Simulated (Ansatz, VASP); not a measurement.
**One calculation of Ni, two programs**

File INCAR:

```
SYSTEM = Ni
PREC     = Accurate       ! precision mode
ENCUT    = 520            ! plane-wave cutoff, eV
EDIFF    = 1E-6           ! SCF threshold, eV
ISMEAR   = -1             ! smearing method
SIGMA    = 0.05           ! smearing width, eV
LREAL    = .FALSE.        ! projectors in reciprocal space
LASPH    = .TRUE.         ! aspherical terms in the spheres
NELM     = 150            ! most SCF steps
ALGO     = Normal         ! electronic algorithm
ISIF     = 2              ! what is computed and relaxed
LWAVE    = .FALSE.        ! write WAVECAR
LCHARG   = .FALSE.        ! write CHGCAR
ISPIN    = 2              ! spin polarisation
MAGMOM   = 1.5            ! initial moments
LORBIT   = 11             ! projections on sites
LMAXMIX  = 4              ! l up to which the mixer works
GGA      = PE             ! functional
NBANDS   = 15             ! bands
```

File KPOINTS:

```
Automatic mesh
0
G
  16 16 16
  0 0 0
```

The input POSCAR:

```
Ni
1.0
    2.3292659376      0.0000000000      0.0000000000
    0.0000000000      2.3292659376      0.0000000000
    0.0000000000      0.0000000000      2.3292659376
Ni
1
Direct
    0.0000000000      0.0000000000      0.0000000000
```

Input for Ansatz:

```yaml
crystal:
  lattice:
    - [2.3292659376, 0.0, 0.0]
    - [0.0, 2.3292659376, 0.0]
    - [0.0, 0.0, 2.3292659376]
  atoms:
    - { symbol: Ni, position: [0.0, 0.0, 0.0], spin: 1.5 }
magnetization:
  spin_polarized: true
kpoints:
  mp_grid: { grid: [16, 16, 16] }
  band_path:
    path:
      - [0.0, 0.0, 0.0]
      - [0.0, 0.5, 0.0]
      - [0.5, 0.5, 0.0]
      - [0.0, 0.0, 0.0]
      - [0.5, 0.5, 0.5]
      - [0.0, 0.5, 0.0]
      - [0.5, 0.5, 0.5]
      - [0.5, 0.5, 0.0]
    npoints: 5
scf:
  occupations: { method: fermi_dirac, width: 0.05 }
hamiltonian:
  xc: pbe
  pseudopotentials:
    kind: all_electron
    lapw: { basis_error: 0.0005 }
    relativity: none
output:
  forces: true
  stress: true
  eigenvalues: true
```

Alike in both runs: task single point; functional PBE; k mesh 16 × 16 × 16; occupations fermi-dirac, width 0.05 eV; collinear spin.

|  | VASP | Ansatz |
| --- | --- | --- |
| version | VASP 6.6.1 | Ansatz 0.2.0 |
| potentials or method | VASP PAW PBE potentials, release 64 (Ni), cutoff 520 eV | all-electron LAPW, non-relativistic |

|  | VASP | Ansatz | Ansatz less VASP |
| --- | --- | --- | --- |
| pressure (GPa) | -0.2 | 3.0 | +3.14 |
| net moment per atom (μB) | 0.54 | 0.52 | -0.021 |
| size of the moment on the site where the two differ most (μB) | 0.55 | 0.54 | -0.009 |

Site moments also hang on the region over which each program counts them. Ansatz ran all-electron here, and VASP with PAW potentials.
